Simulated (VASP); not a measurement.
Sn, 1 atom in the cell. It takes space group Pm-3m (No. 221, cubic). Conventional cell: a = 2.933 Å, b = 2.933 Å, c = 2.933 Å, α = 90.00°, β = 90.00°, γ = 90.00°. Sn (site symmetry m-3m) has 6 Sn at 2.93 Å within 3.9 Å. 

* Program: VASP 6.6.1
* Task: relaxation of cell and atoms
* Functional: PBE
* Potentials or basis: VASP PAW PBE potentials, release 64 (Sn_d)
* Cutoff: 600 eV
* k mesh: 14 × 14 × 14
* Occupations: fermi-dirac, width 0.03 eV
* Spin: no spin polarisation
* Dipole correction: no
* Further INCAR settings: ALGO = Normal; EDIFF = 1e-07; IBRION = 2; EDIFFG = -0.005; NSW = 100; ISIF = 3

Potentials or basis: VASP PAW PBE potentials, release 64 (Sn_d).

Run with:

```console
$ cat potpaw_PBE.64/Sn_d/POTCAR > POTCAR
$ mpirun -np 1 vasp_std > vasp.out
```

Hardware: 1 thread of Intel(R) Xeon(R) 6975P-C (Granite Rapids) (shared host).

Q: How long does it take, and how much memory?

A: Run time: 38 s on 1 thread of Intel(R) Xeon(R) 6975P-C (Granite Rapids) (shared host), peak memory 0.17 GiB. Counts: scf iterations 48, k points 120, ion steps 5.
